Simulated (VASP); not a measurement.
# H (P6_3/mmc) in VASP: a series of runs

H is run at these levels: PBE; tasks: single point.

Everything below comes from runs of VASP 6.6.1. Logs are shortened: lines on timing, memory, paths and dates and some standing lists are left out, and cuts for length are marked.

## (1) The cell of the first run

The structure is hexagonal, space group P6_3/mmc (No. 194). The conventional cell has a = 3.778 Å, b = 3.778 Å, c = 5.214 Å, α = 90.00°, β = 90.00°, γ = 120.00°. H (site symmetry 3m) has 1 H at 0.77 Å within 1.0 Å.

## (2) Single point, PBE

INCAR

```
SYSTEM = H
ALGO = Normal ; EDIFF = 1E-7
ENCUT = 520 ; GGA = PE
ISIF = 2 ; ISMEAR = 0
LASPH = .True. ; LCHARG = .False.
LREAL = .False. ; LWAVE = .False.
NBANDS = 10 ; NELM = 60
PREC = Accurate ; SIGMA = 0.05
```

KPOINTS

```
k-points
0
Gamma
  9 9 6
  0 0 0
```

POSCAR

```
H
1.0
    3.7781820024      0.0000000000      0.0000000000
   -1.8890910012      3.2720015942      0.0000000000
    0.0000000000      0.0000000000      5.2135120241
H
4
Direct
    0.3333333333      0.6666666667      0.1764958800
    0.6666666667      0.3333333333      0.6764958800
    0.6666666667      0.3333333333      0.8235041200
    0.3333333333      0.6666666667      0.3235041200
```

Potentials or basis: VASP PAW PBE potentials, release 64 (H).

On the command line:

```bash
cat potpaw_PBE.64/H/POTCAR > POTCAR
mpirun -np 1 vasp_std > vasp.out
```

OUTCAR:

```text
SYSTEM = H
   EDIFF = 1E-7
   ENCUT = 520
   GGA = PE
   ISIF = 2
   ISMEAR = 0
   LASPH = .True.
   LREAL = .False.
   NELM = 60
   PREC = Accurate

 ion  position               nearest neighbor table
   1  0.333  0.667  0.176-   4 0.77
   2  0.667  0.333  0.676-   3 0.77
   3  0.667  0.333  0.824-   2 0.77
   4  0.333  0.667  0.324-   1 0.77

  LATTYP: Found a hexagonal cell.
 ALAT       =     3.7781820024
 C/A-ratio  =     1.3798996504

  Lattice vectors:

 A1 = (   3.7781820024,   0.0000000000,   0.0000000000)
 A2 = (  -1.8890910012,   3.2720015942,   0.0000000000)
 A3 = (   0.0000000000,   0.0000000000,   5.2135120241)

Analysis of symmetry for initial positions (statically):
=====================================================================
 Subroutine PRICEL returns:
 Original cell was already a primitive cell.

 Routine SETGRP: Setting up the symmetry group for a
 hexagonal supercell.

 Subroutine GETGRP returns: Found 24 space group operations
 (whereof 12 operations were pure point group operations)
 out of a pool of 24 trial point group operations.

The static configuration has the point symmetry D_3d.
 The point group associated with its full space group is D_6h.

Analysis of symmetry for dynamics (positions and initial velocities):
=====================================================================
 Subroutine PRICEL returns:
 Original cell was already a primitive cell.

 Routine SETGRP: Setting up the symmetry group for a
 hexagonal supercell.

 Subroutine GETGRP returns: Found 24 space group operations
 (whereof 12 operations were pure point group operations)
 out of a pool of 24 trial point group operations.

The dynamic configuration has the point symmetry D_3d.
 The point group associated with its full space group is D_6h.

 Subroutine INISYM returns: Found 24 space group operations
 (whereof 12 operations are pure point group operations),
 and found     1 'primitive' translations

----------------------------------------------------------------------------------------

                                     Primitive cell

  volume of cell :      64.4506

  direct lattice vectors                    reciprocal lattice vectors
     3.778182002  0.000000000  0.000000000     0.264677562  0.152811661  0.000000000
    -1.889091001  3.272001594  0.000000000     0.000000000  0.305623323  0.000000000
     0.000000000  0.000000000  5.213512024     0.000000000  0.000000000  0.191809282

  length of vectors
     3.778182002  3.778182002  5.213512024     0.305623323  0.305623323  0.191809282

  position of ions in fractional coordinates (direct lattice)
     0.333333333  0.666666667  0.176495880
     0.666666667  0.333333333  0.676495880
     0.666666667  0.333333333  0.823504120
     0.333333333  0.666666667  0.323504120

  ion indices of the primitive-cell ions
   primitive index   ion index
                 1           1
                 2           2
                 3           3
                 4           4

----------------------------------------------------------------------------------------

 KPOINTS: k-points

Automatic generation of k-mesh.
 Grid dimensions read from file:
 generate k-points for:    9    9    6

 Generating k-lattice:

  Cartesian coordinates                     Fractional coordinates (reciprocal lattice)
     0.029408618  0.016979073  0.000000000     0.111111111  0.000000000  0.000000000
     0.000000000  0.033958147  0.000000000     0.000000000  0.111111111  0.000000000
     0.000000000  0.000000000  0.031968214     0.000000000  0.000000000  0.166666667

  Length of vectors
     0.033958147  0.033958147  0.031968214

  Shift w.r.t. Gamma in fractional coordinates (k-lattice)
     0.000000000  0.000000000  0.000000000

 Subroutine IBZKPT returns following result:
 ===========================================

 Found     48 irreducible k-points:

 Following reciprocal coordinates:
            Coordinates               Weight
  0.000000  0.000000  0.000000      1.000000
  0.111111  0.000000  0.000000      6.000000
  0.222222  0.000000  0.000000      6.000000
  0.333333  0.000000  0.000000      6.000000
  0.444444  0.000000  0.000000      6.000000
  0.111111  0.111111  0.000000      6.000000
[... 16 lines left out ...]
  0.333333  0.222222  0.166667     24.000000
  0.333333  0.333333  0.166667      4.000000
 [... further k-points ...]
   k-points           NKPTS =     48   k-points in BZ     NKDIM =     48   number of bands    NBANDS=     10
   number of dos      NEDOS =    301   number of ions     NIONS =      4
   total plane-waves  NPLWV =  31360
   dimension x,y,z NGX =    28 NGY =   28 NGZ =   40
   dimension x,y,z NGXF=    56 NGYF=   56 NGZF=   80
   ions per type =               4
   NGX,Y,Z   is equivalent  to a cutoff of  12.32, 12.32, 12.76 a.u.
   NGXF,Y,Z  is equivalent  to a cutoff of  24.64, 24.64, 25.51 a.u.
 SYSTEM =  H
   PREC   = accura    normal or accurate (medium, high low for compatibility)
   ISTART =      0    job   : 0-new  1-cont  2-samecut
   ICHARG =      2    charge: 1-file 2-atom 10-const
   ISPIN  =      1    spin polarized calculation?
   LNONCOLLINEAR =      F non collinear calculations
   LSORBIT =      F    spin-orbit coupling
   LASPH  =      T    aspherical Exc in radial PAW
   ENCUT  =  520.0 eV  38.22 Ry    6.18 a.u.   7.02  7.02  9.69*2*pi/ulx,y,z
   NELM   =     60;   NELMIN=  2; NELMDL= -5     # of ELM steps
   EDIFF  = 0.1E-06   stopping-criterion for ELM
   LREAL  =      F    real-space projection
   EDIFFG = 0.1E-05   stopping-criterion for IOM
   NSW    =      0    number of steps for IOM
   IBRION =     -1    ionic relax: 0-MD 1-quasi-New 2-CG
   NFREE  =      0    steps in history (QN), initial steepest desc. (CG)
   ISIF   =      2    stress and relaxation
   ISYM   =      2    0-nonsym 1-usesym 2-fastsym
   POTIM  = 0.5000    time-step for ionic-motion
   TEBEG  =    0.0;   TEEND  =   0.0 temperature during run
   PSTRESS=    0.0 pullay stress
   NELECT =       4.0000    total number of electrons
   NUPDOWN=      -1.0000    fix difference up-down
   EMIN   =  10.00;   EMAX   =-10.00  energy-range for DOS
   EFERMI =   0.00;   METHOD = LEGACY
   ISMEAR =     0;   SIGMA  =   0.05  broadening in eV -4-tet -1-fermi 0-gaus
   EFERMI_NEDOS =   21; number of points for ismear=-14 and -15
   IALGO  =     38    algorithm
   IMIX   =      4    mixing-type and parameters
     AMIX     =   0.40;   BMIX     =  1.00
     AMIX_MAG =   1.60;   BMIX_MAG =  1.00
  volume/ion in A,a.u.               =      16.11       108.73
  Fermi-wavevector in a.u.,A,eV,Ry     =   0.648165  1.224855  5.716059  0.420119
  Thomas-Fermi vector in A             =   1.716710
   LORBIT       =      0    0 simple, 1 ext, 2 COOP (PROOUT), +10 PAW based schemes
   GGA     = PE    functional components
   LHFCALC =     F    Hartree Fock is set to
   AEXX    =    0.0000 exact exchange contribution
   IVDW    =     0    specifies the selected vdW correction
   LEPSILON=     F    determine dielectric tensor
   LRPA    =     F    only Hartree local field effects (RPA)
 non-spin polarized calculation
 Gauss-broadening in eV      SIGMA  =   0.05
  energy-cutoff  :      520.00
  volume of cell :       64.45
 maximum number of plane-waves:      1767
   NGX = 15   NGY = 15   NGZ = 19

 number of electron       4.0000001 magnetization

 Free energy of the ion-electron system (eV)
  ---------------------------------------------------
  ext. energy  EPLUGINS =         0.00000000
  ---------------------------------------------------
  free energy    TOTEN  =       -13.56884333 eV

  energy without entropy =      -13.56884333  energy(sigma->0) =      -13.56884333

 E-fermi :  -8.6292     XC(G=0):  -4.6014

 val. band max:       -8.8482410603   @ k =   0.1111   0.0000   0.0000
 cond. band min:       0.1118189573   @ k =   0.0000   0.0000   0.0000
 fundamental gap:      8.9600600176
 Fermi energy:        -8.6292408801

 k-point     1 :       0.0000    0.0000    0.0000
  band No.  band energies     occupation
      1     -10.2164      2.00000
      2      -8.8504      2.00000
      3       0.1118      0.00000
      4       3.1767      0.00000
      5       6.1428      0.00000
      6       7.3837      0.00000
      7       8.6877      0.00000
      8       8.6877      0.00000
      9      10.0463      0.00000
     10      10.0463      0.00000

 k-point     2 :       0.1111    0.0000    0.0000
  band No.  band energies     occupation
      1     -10.1487      2.00000
      2      -8.8482      2.00000
      3       0.2609      0.00000
      4       2.9752      0.00000
      5       5.5356      0.00000
      6       7.1138      0.00000
      7       7.9758      0.00000
      8       8.5230      0.00000
      9      10.7739      0.00000
     10      10.8291      0.00000

 k-point     3 :       0.2222    0.0000    0.0000
  band No.  band energies     occupation
      1      -9.9606      2.00000
      2      -8.8557      2.00000
      3       0.7006      0.00000
      4       2.4633      0.00000
      5       4.5344      0.00000
      6       6.3483      0.00000
      7       7.0832      0.00000
      8       8.1225      0.00000
      9      10.6597      0.00000
     10      11.1823      0.00000

 k-point     4 :       0.3333    0.0000    0.0000
  band No.  band energies     occupation
      1      -9.7019      2.00000
      2      -8.9010      2.00000
      3       1.3985      0.00000
      4       1.8563      0.00000
      5       3.8322      0.00000
      6       5.2438      0.00000
      7       6.4488      0.00000
      8       7.6876      0.00000
      9       9.4676      0.00000
     10      10.4855      0.00000

 k-point     5 :       0.4444    0.0000    0.0000
  band No.  band energies     occupation
      1      -9.4711      2.00000
      2      -8.9874      2.00000
      3       1.4484      0.00000
      4       2.2030      0.00000
      5       3.5137      0.00000
      6       4.1588      0.00000
      7       6.1255      0.00000
      8       7.4224      0.00000
      9       8.8227      0.00000
     10       9.9890      0.00000

 k-point     6 :       0.1111    0.1111    0.0000
  band No.  band energies     occupation
      1     -10.0207      2.00000
      2      -8.8511      2.00000
      3       0.5555      0.00000
      4       2.6348      0.00000
      5       4.7929      0.00000
      6       6.6087      0.00000
      7       6.9673      0.00000
      8       8.6620      0.00000
      9      11.0001      0.00000
     10      11.4075      0.00000
[... 183 lines left out ...]
 k-point    21 :       0.4444    0.1111    0.1667
  band No.  band energies     occupation
      1      -9.3672      2.00000
      2      -9.0436      2.00000
      3       1.2075      0.00000
      4       2.4235      0.00000
      5       2.8636      0.00000
      6       5.3413      0.00000
      7       5.3853      0.00000
      8       6.8086      0.00000
      9       9.0947      0.00000
     10      10.5008      0.00000

 k-point    22 :       0.2222    0.2222    0.1667
  band No.  band energies     occupation
      1      -9.5244      2.00000
      2      -8.9792      2.00000
      3       1.4938      0.00000
      4       1.7394      0.00000
      5       4.0049      0.00000
      6       4.3515      0.00000
      7       6.2134      0.00000
      8       6.6591      0.00000
      9      10.1921      0.00000
     10      11.5075      0.00000

 k-point    23 :       0.3333    0.2222    0.1667
  band No.  band energies     occupation
      1      -9.3257      2.00000
      2      -9.0577      2.00000
      3       1.5581      0.00000
      4       2.1536      0.00000
      5       2.9729      0.00000
      6       4.6427      0.00000
      7       5.4481      0.00000
      8       5.9617      0.00000
      9       9.7246      0.00000
     10      11.3289      0.00000

 k-point    24 :       0.3333    0.3333    0.1667
  band No.  band energies     occupation
      1      -9.1705      2.00000
      2      -9.1705      2.00000
      3       1.8813      0.00000
      4       2.3618      0.00000
      5       2.3618      0.00000
      6       4.9329      0.00000
      7       4.9329      0.00000
      8       5.4994      0.00000
      9       9.3133      0.00000
     10      12.7249      0.00000

 [... further k-points ...]
[... 5 lines left out ...]
  --------------------------------------------------------------------------------------
  -------------------------------------------------------------------------------------
  Total       -0.0403671     -0.0403671     -0.8631957      0.0000000      0.0000000      0.0000000
  in kB       -1.0034854     -1.0034854    -21.4581891      0.0000000      0.0000000      0.0000000
  external PRESSURE =      -7.8217200 kB  Pullay stress =       0.0000000 kB

 VOLUME and BASIS-vectors are now :
 -----------------------------------------------------------------------------
  energy-cutoff  :      520.00
  volume of cell :       64.45
      direct lattice vectors                 reciprocal lattice vectors
     3.778182002  0.000000000  0.000000000     0.264677562  0.152811661  0.000000000
    -1.889091001  3.272001594  0.000000000     0.000000000  0.305623323  0.000000000
     0.000000000  0.000000000  5.213512024     0.000000000  0.000000000  0.191809282

 POSITION                                       TOTAL-FORCE (eV/Angst)
 -----------------------------------------------------------------------------------
     -0.00000      2.18133      0.92016         0.000000      0.000000      0.524092
      1.88909      1.09067      3.52692        -0.000000      0.000000      0.524092
      1.88909      1.09067      4.29335        -0.000000      0.000000     -0.524092
     -0.00000      2.18133      1.68659         0.000000     -0.000000     -0.524092
 -----------------------------------------------------------------------------------
    total drift:                               -0.000000      0.000000     -0.000000

  FREE ENERGIE OF THE ION-ELECTRON SYSTEM (eV)
  ---------------------------------------------------
  free  energy   TOTEN  =       -13.5688433310 eV

  energy  without entropy=      -13.5688433309  energy(sigma->0) =      -13.56884333
```

Wall time 44 s (1 thread of AMD EPYC 7R13, shared host); peak memory 0.14 GiB.

Results:

```
Free energy            : -13.5688 eV
Pressure               : -0.8 GPa
Largest force          : 0.524 eV/Å
Band gap on the k mesh : 8.96 eV, indirect (the least direct gap lies 2.2 meV higher)
```

Forces in eV/Å, atoms in the order of the input:
```
H    0.000  0.000  0.524
H    0.000  0.000  0.524
H    0.000  0.000 -0.524
H    0.000  0.000 -0.524
```

Stress tensor (GPa, compression positive):
```
-0.10  0.00  0.00
 0.00 -0.10  0.00
 0.00  0.00 -2.15
```

## (3) Single point, PBE

This run uses another cell than the first one, of the same volume but with other edges.

INCAR

```
PREC = Accurate ; ENCUT = 520
EDIFF = 1E-6 ; ISMEAR = 0
SIGMA = 0.05 ; LREAL = F
LASPH = T ; NELM = 80
ALGO = Normal ; ISIF = 2
LWAVE = F ; LCHARG = F
GGA = PE ; NBANDS = 10
```

KPOINTS

```
Automatic mesh
0
Gamma
  9 9 6
```

POSCAR

```
H
1.0
    4.1366550983      0.0000000000      0.0000000000
   -2.0683275492      3.5824484019      0.0000000000
    0.0000000000      0.0000000000      4.3490810849
H
4
Direct
    0.3333333333      0.6666666667      0.1764958800
    0.6666666667      0.3333333333      0.6764958800
    0.6666666667      0.3333333333      0.8235041200
    0.3333333333      0.6666666667      0.3235041200
```

Potentials or basis: VASP PAW PBE potentials, release 64 (H).

On the command line:

```bash
cat potpaw_PBE.64/H/POTCAR > POTCAR
mpirun -np 1 vasp_std > vasp.out
```

Run time: 37 s. Hardware: 1 thread of AMD EPYC 7R13, shared host; peak memory 0.14 GiB.

Results (log left out):

| Property | Result |
| --- | --- |
| Free energy | -13.0271 eV |
| Pressure | 5.9 GPa |
| Largest force | 5.629 eV/Å |
| Band gap on the k mesh | 10.46 eV, indirect (least direct gap 10.90 eV) |

Forces in eV/Å, atoms in the order of the input:
```
H    0.000  0.000 -5.629
H    0.000  0.000 -5.629
H    0.000  0.000  5.629
H    0.000  0.000  5.629
```

Stress tensor (GPa, compression positive):
```
-0.12  0.00  0.00
 0.00 -0.12  0.00
 0.00  0.00 17.80
```

Levels at points of the mesh, in eV from the valence-band top:
```csv
k point,band 1,band 2,band 3,band 4,band 5,band 6,band 7
"(0.00, 0.00, 0.00)",-1.44,0.00,11.81,11.91,16.02,16.25,16.25
"(0.00, 0.00, 0.50)",-0.72,-0.72,11.02,11.02,17.87,17.87,17.87
```

Caveat: forces of over 1 eV/Å act on the atoms, so gaps and moduli don't describe the material at rest. A k mesh can miss the band edges.

## (4) Single point, PBE

This run uses another cell than the first one, of the same volume but with other edges.

INCAR

```
PREC = Accurate
ENCUT = 520
EDIFF = 1E-6
ISMEAR = 0
SIGMA = 0.05
LREAL = F
LASPH = T
NELM = 100
ALGO = Normal
ISIF = 2
LWAVE = F
LCHARG = F
GGA = PE
NBANDS = 10
```

KPOINTS is that of step 3.

POSCAR

```
H
1.0
    3.5185591570      0.0000000000      0.0000000000
   -1.7592795785      3.0471616147      0.0000000000
    0.0000000000      0.0000000000      6.0112724912
H
4
Direct
    0.3333333333      0.6666666667      0.1764958800
    0.6666666667      0.3333333333      0.6764958800
    0.6666666667      0.3333333333      0.8235041200
    0.3333333333      0.6666666667      0.3235041200
```

On the command line:

```bash
cat potpaw_PBE.64/H/POTCAR > POTCAR
mpirun -np 1 vasp_std > vasp.out
```

Wall time 51 s (1 thread of AMD EPYC 7R13, shared host); peak memory 0.15 GiB.

Results (log left out):

| Quantity | Value |
| --- | --- |
| Free energy | -13.1032 eV |
| Pressure | -4.6 GPa |
| Largest force | 3.077 eV/Å |
| Band gap on the k mesh | 7.11 eV, indirect (least direct gap 7.35 eV) |

Forces in eV/Å, atoms in the order of the input:
```
H    0.000  0.000  3.077
H    0.000  0.000  3.077
H    0.000  0.000 -3.077
H    0.000  0.000 -3.077
```

Stress tensor (GPa, compression positive):
```
  0.01   0.00   0.00
  0.00   0.01   0.00
  0.00   0.00 -13.71
```

Levels at points of the mesh, in eV from the valence-band top:
```tsv
k point	band 1	band 2	band 3	band 4	band 5	band 6	band 7
(0.00, 0.00, 0.00)	-1.40	-0.25	7.11	12.09	13.61	14.89	18.78
(0.00, 0.00, 0.50)	-0.89	-0.89	9.00	9.00	15.23	15.23	19.46
```

Caveat: forces of over 1 eV/Å act on the atoms, so gaps and moduli don't describe the material at rest.

## (5) Summary

```tsv
cell	gap on the mesh (eV)	pressure (GPa)	largest force (eV/Å)
a = 3.778, b = 3.778, c = 5.214 Å, angles 90.0, 90.0, 120.0°, 4 atoms	8.96	-0.8	0.52
a = 4.137, b = 4.137, c = 4.349 Å, angles 90.0, 90.0, 120.0°, 4 atoms	10.46	5.9	5.63
a = 3.519, b = 3.519, c = 6.011 Å, angles 90.0, 90.0, 120.0°, 4 atoms	7.11	-4.6	3.08
```

Alike in all rows: task single point; level PBE; potentials or basis VASP PAW PBE potentials, release 64 (H); no spin polarisation; k mesh 9 × 9 × 6; cutoff (eV) 520; smearing gaussian 0.05 eV.

Caveats: forces of over 1 eV/Å act on the atoms, so gaps and moduli don't describe the material at rest (some runs).

Total energies depend on the potentials used, so only differences within one code and one set of settings carry meaning.
